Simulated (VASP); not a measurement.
# MnNi3 (Pm-3m) in VASP: a series of runs

Runs on MnNi3. Level: LDA. Tasks: single point.

Everything below comes from runs of VASP 6.6.1. Logs are shortened: lines on timing, memory, paths and dates and some standing lists are left out, and cuts for length are marked.

### 1 The cell of the first run

Symmetry: Pm-3m, No. 221, cubic system. Conventional cell: a = 3.479 Å, b = 3.479 Å, c = 3.479 Å, α = 90.00°, β = 90.00°, γ = 90.00°. Mn (site symmetry m-3m) has 12 Ni at 2.46 Å within 3.2 Å. Within 3.2 Å of Ni (site symmetry 4/mmm) lie 4 Mn at 2.46 Å and 8 Ni at 2.46 Å.

### 2 Single point, LDA, collinear spin, ferromagnetic start (10.53 Å³/atom)

File INCAR:

```
PREC     = Accurate       # precision mode
ENCUT    = 520            # plane-wave cutoff, eV
EDIFF    = 1E-6           # SCF threshold, eV
ISMEAR   = 0              # smearing method
SIGMA    = 0.05           # smearing width, eV
LREAL    = False          # projectors in reciprocal space
LASPH    = True           # aspherical terms in the spheres
NELM     = 150            # most SCF steps
ALGO     = Normal         # electronic algorithm
ISIF     = 2              # what is computed and relaxed
LWAVE    = False          # write WAVECAR
LCHARG   = True           # write CHGCAR
ISPIN    = 2              # spin polarisation
MAGMOM   = 2.98 0.51 0.51 0.51 # initial moments
LORBIT   = 11             # projections on sites
LMAXMIX  = 4              # l up to which the mixer works
GGA      = CA             # functional
LELF     = True           # ELF
LVHAR    = True         
NBANDS   = 34             # bands
```

File KPOINTS:

```
regular mesh
0
Gamma
  12 12 12
```

File POSCAR:

```
MnNi3
1.0
    3.4791937939      0.0000000000      0.0000000000
    0.0000000000      3.4791937939      0.0000000000
    0.0000000000      0.0000000000      3.4791937939
Mn Ni
1 3
Direct
    0.0000000000      0.0000000000      0.0000000000
    0.0000000000      0.5000000000      0.5000000000
    0.5000000000      0.0000000000      0.5000000000
    0.5000000000      0.5000000000      0.0000000000
```

Potentials or basis: VASP PAW LDA potentials, release 64 (Mn_pv, Ni).

Run with:

```sh
$ cat potpaw_LDA.64/Mn_pv/POTCAR potpaw_LDA.64/Ni/POTCAR > POTCAR
$ mpirun -np 1 vasp_std > vasp.out
```

OUTCAR:

```text
PREC = Accurate
   ENCUT = 520
   EDIFF = 1E-6
   ISMEAR = 0
   LREAL = False
   LASPH = True
   NELM = 150
   ISIF = 2
   ISPIN = 2
   LORBIT = 11
   GGA = CA

 ion  position               nearest neighbor table
   1  0.000  0.000  0.000-   2 2.46   3 2.46   4 2.46   2 2.46   3 2.46   2 2.46   4 2.46   2 2.46
                             3 2.46   4 2.46   3 2.46   4 2.46
   2  0.000  0.500  0.500-   1 2.46   3 2.46   4 2.46   1 2.46   4 2.46   1 2.46   3 2.46   1 2.46
                             3 2.46   4 2.46   4 2.46   3 2.46
   3  0.500  0.000  0.500-   1 2.46   2 2.46   4 2.46   1 2.46   4 2.46   2 2.46   4 2.46   4 2.46
                             1 2.46   2 2.46   1 2.46   2 2.46
   4  0.500  0.500  0.000-   1 2.46   2 2.46   3 2.46   2 2.46   3 2.46   1 2.46   3 2.46   3 2.46
                             1 2.46   2 2.46   2 2.46   1 2.46

  LATTYP: Found a simple cubic cell.
 ALAT       =     3.4791937939

  Lattice vectors:

 A1 = (   3.4791937939,   0.0000000000,   0.0000000000)
 A2 = (   0.0000000000,   3.4791937939,   0.0000000000)
 A3 = (   0.0000000000,   0.0000000000,   3.4791937939)

Analysis of symmetry for initial positions (statically):
=====================================================================
 Subroutine PRICEL returns:
 Original cell was already a primitive cell.

 Routine SETGRP: Setting up the symmetry group for a
 simple cubic supercell.

 Subroutine GETGRP returns: Found 48 space group operations
 (whereof 48 operations were pure point group operations)
 out of a pool of 48 trial point group operations.

The static configuration has the point symmetry O_h .

Analysis of symmetry for dynamics (positions and initial velocities):
=====================================================================
 Subroutine PRICEL returns:
 Original cell was already a primitive cell.

 Routine SETGRP: Setting up the symmetry group for a
 simple cubic supercell.

 Subroutine GETGRP returns: Found 48 space group operations
 (whereof 48 operations were pure point group operations)
 out of a pool of 48 trial point group operations.

The dynamic configuration has the point symmetry O_h .

Analysis of structural, dynamic, and magnetic symmetry:
=====================================================================
 Subroutine PRICEL returns:
 Original cell was already a primitive cell.

 Routine SETGRP: Setting up the symmetry group for a
 simple cubic supercell.

 Subroutine GETGRP returns: Found 48 space group operations
 (whereof 48 operations were pure point group operations)
 out of a pool of 48 trial point group operations.

The overall configuration has the point symmetry O_h .

 Subroutine INISYM returns: Found 48 space group operations
 (whereof 48 operations are pure point group operations),
 and found     1 'primitive' translations

----------------------------------------------------------------------------------------

                                     Primitive cell

  volume of cell :      42.1149

  direct lattice vectors                    reciprocal lattice vectors
     3.479193794  0.000000000  0.000000000     0.287422909  0.000000000  0.000000000
     0.000000000  3.479193794  0.000000000     0.000000000  0.287422909  0.000000000
     0.000000000  0.000000000  3.479193794     0.000000000  0.000000000  0.287422909

  length of vectors
     3.479193794  3.479193794  3.479193794     0.287422909  0.287422909  0.287422909

  position of ions in fractional coordinates (direct lattice)
     0.000000000  0.000000000  0.000000000
     0.000000000  0.500000000  0.500000000
     0.500000000  0.000000000  0.500000000
     0.500000000  0.500000000  0.000000000

  ion indices of the primitive-cell ions
   primitive index   ion index
                 1           1
                 2           2
                 3           3
                 4           4

----------------------------------------------------------------------------------------

 KPOINTS: regular mesh

Automatic generation of k-mesh.
 Grid dimensions read from file:
 generate k-points for:   12   12   12

 Generating k-lattice:

  Cartesian coordinates                     Fractional coordinates (reciprocal lattice)
     0.023951909  0.000000000  0.000000000     0.083333333  0.000000000  0.000000000
     0.000000000  0.023951909  0.000000000     0.000000000  0.083333333  0.000000000
     0.000000000  0.000000000  0.023951909     0.000000000  0.000000000  0.083333333

  Length of vectors
     0.023951909  0.023951909  0.023951909

  Shift w.r.t. Gamma in fractional coordinates (k-lattice)
     0.000000000  0.000000000  0.000000000

 Subroutine IBZKPT returns following result:
 ===========================================

 Found     84 irreducible k-points:

 Following reciprocal coordinates:
            Coordinates               Weight
  0.000000  0.000000  0.000000      1.000000
  0.083333  0.000000  0.000000      6.000000
  0.166667  0.000000  0.000000      6.000000
  0.250000  0.000000  0.000000      6.000000
  0.333333  0.000000  0.000000      6.000000
  0.416667  0.000000  0.000000      6.000000
[... 16 lines left out ...]
  0.333333  0.333333  0.000000     12.000000
  0.416667  0.333333  0.000000     24.000000
 [... further k-points ...]
   k-points           NKPTS =     84   k-points in BZ     NKDIM =     84   number of bands    NBANDS=     34
   number of dos      NEDOS =    301   number of ions     NIONS =      4
   total plane-waves  NPLWV =  21952
   dimension x,y,z NGX =    28 NGY =   28 NGZ =   28
   dimension x,y,z NGXF=    56 NGYF=   56 NGZF=   56
   ions per type =               1   3
   NGX,Y,Z   is equivalent  to a cutoff of  13.38, 13.38, 13.38 a.u.
   NGXF,Y,Z  is equivalent  to a cutoff of  26.76, 26.76, 26.76 a.u.
 SYSTEM =  unknown system
   PREC   = accura    normal or accurate (medium, high low for compatibility)
   ISTART =      0    job   : 0-new  1-cont  2-samecut
   ICHARG =      2    charge: 1-file 2-atom 10-const
   ISPIN  =      2    spin polarized calculation?
   LNONCOLLINEAR =      F non collinear calculations
   LSORBIT =      F    spin-orbit coupling
   LASPH  =      T    aspherical Exc in radial PAW
   ENCUT  =  520.0 eV  38.22 Ry    6.18 a.u.   6.47  6.47  6.47*2*pi/ulx,y,z
   NELM   =    150;   NELMIN=  2; NELMDL= -5     # of ELM steps
   EDIFF  = 0.1E-05   stopping-criterion for ELM
   LREAL  =      F    real-space projection
   EDIFFG = 0.1E-04   stopping-criterion for IOM
   NSW    =      0    number of steps for IOM
   IBRION =     -1    ionic relax: 0-MD 1-quasi-New 2-CG
   NFREE  =      0    steps in history (QN), initial steepest desc. (CG)
   ISIF   =      2    stress and relaxation
   ISYM   =      2    0-nonsym 1-usesym 2-fastsym
   POTIM  = 0.5000    time-step for ionic-motion
   TEBEG  =    0.0;   TEEND  =   0.0 temperature during run
   PSTRESS=    0.0 pullay stress
   NELECT =      43.0000    total number of electrons
   NUPDOWN=      -1.0000    fix difference up-down
   EMIN   =  10.00;   EMAX   =-10.00  energy-range for DOS
   EFERMI =   0.00;   METHOD = LEGACY
   ISMEAR =     0;   SIGMA  =   0.05  broadening in eV -4-tet -1-fermi 0-gaus
   EFERMI_NEDOS =   21; number of points for ismear=-14 and -15
   IALGO  =     38    algorithm
   IMIX   =      4    mixing-type and parameters
     AMIX     =   0.40;   BMIX     =  1.00
     AMIX_MAG =   1.60;   BMIX_MAG =  1.00
  volume/ion in A,a.u.               =      10.53        71.05
  Fermi-wavevector in a.u.,A,eV,Ry     =   1.648488  3.115190 36.973989  2.717512
  Thomas-Fermi vector in A             =   2.737769
   LORBIT       =     11    0 simple, 1 ext, 2 COOP (PROOUT), +10 PAW based schemes
   GGA     = CA    functional components
   LHFCALC =     F    Hartree Fock is set to
   AEXX    =    0.0000 exact exchange contribution
   IVDW    =     0    specifies the selected vdW correction
   LEPSILON=     F    determine dielectric tensor
   LRPA    =     F    only Hartree local field effects (RPA)
 spin polarized calculation
 Gauss-broadening in eV      SIGMA  =   0.05
  energy-cutoff  :      520.00
  volume of cell :       42.11
 maximum number of plane-waves:      1157
 NGX is ok and might be reduce to    28
   NGX = 13   NGY = 13   NGZ = 13

 number of electron      42.9999975 magnetization       4.0512177

 Free energy of the ion-electron system (eV)
  ---------------------------------------------------
  ext. energy  EPLUGINS =         0.00000000
  ---------------------------------------------------
  free energy    TOTEN  =       -29.95014994 eV

  energy without entropy =      -29.94166634  energy(sigma->0) =      -29.94590814

 E-fermi :   9.8463     XC(G=0): -13.9699

 val. band max:        9.8429637689   @ k =   0.2500   0.2500   0.0833
 cond. band min:       9.8475265263   @ k =   0.3333   0.0833   0.0833
 fundamental gap:      0.0045627574
 Fermi energy:         9.8463320055

 spin component 1

 k-point     1 :       0.0000    0.0000    0.0000
  band No.  band energies     occupation
      1     -38.8860      1.00000
      2     -38.8860      1.00000
      3     -38.8860      1.00000
      4       0.6859      1.00000
      5       4.6630      1.00000
      6       4.6630      1.00000
[... 853 lines left out ...]
     32      23.4667      0.00000
     33      24.5030      0.00000

 [... further k-points ...]

 spin component 2

 k-point     1 :       0.0000    0.0000    0.0000
  band No.  band energies     occupation
      1     -36.1474      1.00000
      2     -36.1474      1.00000
      3     -36.1474      1.00000
      4       0.8771      1.00000
      5       5.3915      1.00000
      6       5.3915      1.00000
[... 853 lines left out ...]
     32      23.9019      0.00000
     33      24.9233      0.00000

 [... further k-points ...]

 [bands above 33 left out]

------------------------ aborting loop because EDIFF is reached ----------------------------------------

  FORCE on cell =-STRESS in cart. coord.  units (eV):
  Direction    XX          YY          ZZ          XY          YZ          ZX
  --------------------------------------------------------------------------------------
  -------------------------------------------------------------------------------------
  Total       -1.2906604     -1.2906604     -1.2906604      0.0000000      0.0000000      0.0000000
  in kB      -49.1005900    -49.1005900    -49.1005900      0.0000000      0.0000000      0.0000000
  external PRESSURE =     -49.1005900 kB  Pullay stress =       0.0000000 kB

 VOLUME and BASIS-vectors are now :
 -----------------------------------------------------------------------------
  energy-cutoff  :      520.00
  volume of cell :       42.11
      direct lattice vectors                 reciprocal lattice vectors
     3.479193794  0.000000000  0.000000000     0.287422909  0.000000000  0.000000000
     0.000000000  3.479193794  0.000000000     0.000000000  0.287422909  0.000000000
     0.000000000  0.000000000  3.479193794     0.000000000  0.000000000  0.287422909

 POSITION                                       TOTAL-FORCE (eV/Angst)
 -----------------------------------------------------------------------------------
      0.00000      0.00000      0.00000         0.000000      0.000000      0.000000
      0.00000      1.73960      1.73960         0.000000      0.000000      0.000000
      1.73960      0.00000      1.73960         0.000000      0.000000      0.000000
      1.73960      1.73960      0.00000         0.000000      0.000000      0.000000
 -----------------------------------------------------------------------------------
    total drift:                                0.000000      0.000000      0.000000

  FREE ENERGIE OF THE ION-ELECTRON SYSTEM (eV)
  ---------------------------------------------------
  free  energy   TOTEN  =       -29.9501499387 eV

  energy  without entropy=      -29.9416663405  energy(sigma->0) =      -29.94590814

 total charge

# of ion       s       p       d       tot
------------------------------------------
    1        0.387   6.334   5.081  11.801
    2        0.538   0.569   8.366   9.473
    3        0.538   0.569   8.366   9.473
    4        0.538   0.569   8.366   9.473
--------------------------------------------------
tot          2.002   8.041  30.178  40.221

 magnetization (x)

# of ion       s       p       d       tot
------------------------------------------
    1        0.009   0.015   2.748   2.772
    2       -0.014  -0.021   0.441   0.407
    3       -0.014  -0.021   0.441   0.407
    4       -0.014  -0.021   0.441   0.407
--------------------------------------------------
tot         -0.032  -0.048   4.070   3.991
```

Run time: 95 s. Hardware: 1 thread of Intel Xeon 6975P-C (Granite Rapids), shared host; peak memory 0.27 GiB.

Results:

- Free energy: -29.9501 eV
- Pressure: -4.9 GPa
- Net moment: 4.05 μB per cell
- Site moments: Mn +2.77; Ni +0.41 μB
- Valence electrons inside the program's atomic spheres: Mn 11.80; Ni 9.47

Levels at points of the mesh, in eV from the Fermi level:
Spin up:
```tsv
k point	band 19	band 20	band 21	band 22	band 23	band 24	band 25	band 26	band 27	band 28
(0.00, 0.00, 0.00)	-0.26	-0.03	-0.03	0.35	0.35	0.35	2.59	2.59	2.59	9.95
(0.50, 0.00, 0.00)	-1.18	-1.18	-0.89	-0.76	-0.51	-0.26	0.35	8.29	8.29	8.31
(0.50, 0.50, 0.00)	-1.30	-1.25	-1.25	-0.90	-0.90	1.19	1.19	1.82	1.93	11.76
(0.50, 0.50, 0.50)	-0.30	-0.23	-0.23	-0.23	-0.03	-0.03	0.01	0.01	0.01	6.42
```
Spin down:
```csv
k point,band 15,band 16,band 17,band 18,band 19,band 20,band 21,band 22,band 23,band 24
"(0.00, 0.00, 0.00)",-0.52,0.01,0.29,0.29,0.29,1.64,1.64,2.14,2.14,2.14
"(0.50, 0.00, 0.00)",-1.18,-1.05,-1.05,-0.88,-0.36,0.30,0.45,0.45,1.16,1.32
"(0.50, 0.50, 0.00)",-1.57,-1.28,-1.23,-1.23,-0.92,-0.73,0.82,0.82,1.20,1.65
"(0.50, 0.50, 0.50)",-1.45,-0.31,0.03,0.03,0.03,0.07,0.07,0.07,1.38,1.38
```

Caveat: the cell stands under tension.

[end of part 1 of 2]
